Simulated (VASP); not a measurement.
Write the native input for VASP 6.6.1 that does the following.

| Quantity | Value |
| --- | --- |
| Task | single point |
| Functional | r2SCAN |
| Potentials or basis | VASP PAW PBE potentials, release 64 (Ga_d, Lu, N) |
| Cutoff | 520 eV |
| k mesh | 10 × 10 × 10 |
| Occupations | gaussian, width 0.01 eV |
| Spin | no spin polarisation |
| Dipole correction | no |
| Further INCAR settings | ALGO = Normal; EDIFF = 1e-06; NBANDS = 32 |

Crystal: LuGaN2.

```
Ga Lu N
1.0
     1.64848    0.95175    5.19114
    -1.64848    0.95175    5.19114
     0.00000   -1.90350    5.19114
Ga Lu N
1 1 2
Direct
  0.00000 0.00000 0.00000
  0.50000 0.50000 0.50000
  0.25561 0.25561 0.25561
  0.74439 0.74439 0.74439
```

This cell differs from its parent crystal: strain +2.5%.

These files were run (other wordings do the same):

POSCAR

```
LuGaN2
1.0
    1.6484750610      0.9517475202      5.1911421760
   -1.6484750610      0.9517475202      5.1911421760
    0.0000000000     -1.9034950404      5.1911421760
Ga Lu N
1 1 2
Direct
    1.0000000000      0.0000000000      0.0000000000
    0.5000000000      0.5000000000      0.5000000000
    0.2556081521      0.2556081521      0.2556081521
    0.7443918479      0.7443918479      0.7443918479
```

INCAR.step1

```
PREC     = Accurate       # precision mode
ENCUT    = 520            # plane-wave cutoff, eV
ISMEAR   = 0              # smearing method
SIGMA    = 0.01           # smearing width, eV
LREAL    = False          # projectors in reciprocal space
LASPH    = True           # aspherical terms in the spheres
NELM     = 60             # most SCF steps
NBANDS   = 32             # bands
GGA      = PE             # functional
ALGO     = Normal         # electronic algorithm
EDIFF    = 1E-4           # SCF threshold, eV
LWAVE    = True           # write WAVECAR
LCHARG   = False          # write CHGCAR
```

INCAR.step2

```
PREC     = Accurate       # precision mode
ENCUT    = 520            # plane-wave cutoff, eV
EDIFF    = 1E-6           # SCF threshold, eV
ISMEAR   = 0              # smearing method
SIGMA    = 0.01           # smearing width, eV
LREAL    = False          # projectors in reciprocal space
LASPH    = True           # aspherical terms in the spheres
NELM     = 60             # most SCF steps
ALGO     = Normal         # electronic algorithm
ISIF     = 2              # what is computed and relaxed
LWAVE    = False          # write WAVECAR
LCHARG   = True           # write CHGCAR
METAGGA  = R2SCAN         # meta-GGA
LMIXTAU  = True         
LELF     = True           # ELF
LVHAR    = True         
NBANDS   = 32             # bands
ISTART   = 1
```

KPOINTS

```
Automatic mesh
0
Gamma
  10 10 10
```

Potentials or basis: VASP PAW PBE potentials, release 64 (Ga_d, Lu, N).

Launch:

```console
$ cat potpaw_PBE.64/Ga_d/POTCAR potpaw_PBE.64/Lu/POTCAR potpaw_PBE.64/N/POTCAR > POTCAR
$ cp INCAR.step1 INCAR
$ mpirun -np 1 vasp_std > vasp.out
$ cp INCAR.step2 INCAR
$ mpirun -np 1 vasp_std > vasp.out
```

Results of the run:

* Pressure: -11.5 GPa
* Largest force: 0.058 eV/Å
* Band gap on the k mesh: 1.71 eV, direct

Caveat: the cell differs from its parent crystal (strain +2.5%); the PAW data sets were made with another functional, which shifts forces and pressure a little; spin-orbit coupling is left out, which moves the levels of the heavy elements.

Wall time 53 min on 1 thread of Oxide Virtual Turin-like Processor, with other jobs on the host, peak memory 0.4 GiB.
